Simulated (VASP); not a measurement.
A run of VASP 6.6.1:

INCAR

```
PREC = Accurate
ENCUT = 520
EDIFF = 1E-6
ISMEAR = 0
SIGMA = 0.1
LREAL = False
LASPH = True
NELM = 150
ALGO = Normal
ISIF = 2
LWAVE = False
LCHARG = False
ISPIN = 2
MAGMOM = 0.28 0
LORBIT = 11
LMAXMIX = 4
GGA = PE
NBANDS = 21
```

File KPOINTS:

```
regular mesh
0
Gamma
  6 6 6
```

POSCAR

```
MoSe
1.0
    0.0000000000      2.8400732110      2.8400732110
    2.8400732110      0.0000000000      2.8400732110
    2.8400732110      2.8400732110      0.0000000000
Mo Se
1 1
Direct
    0.0000000000      0.0000000000      0.0000000000
    0.2500000000      0.2500000000      0.2500000000
```

Potentials or basis: VASP PAW PBE potentials, release 64 (Mo_sv, Se).

Run with:

```console
$ cat potpaw_PBE.64/Mo_sv/POTCAR potpaw_PBE.64/Se/POTCAR > POTCAR
$ mpirun -np 1 vasp_std > vasp.out
```

Hardware: 1 thread of Intel(R) Xeon(R) 6975P-C (Granite Rapids) (shared host).

**Question.** Estimate the wall time of this run.

**Answer.** Run time: 17 s on 1 thread of Intel(R) Xeon(R) 6975P-C (Granite Rapids) (shared host), peak memory 0.19 GiB. Counts: scf iterations 16, k points 16.
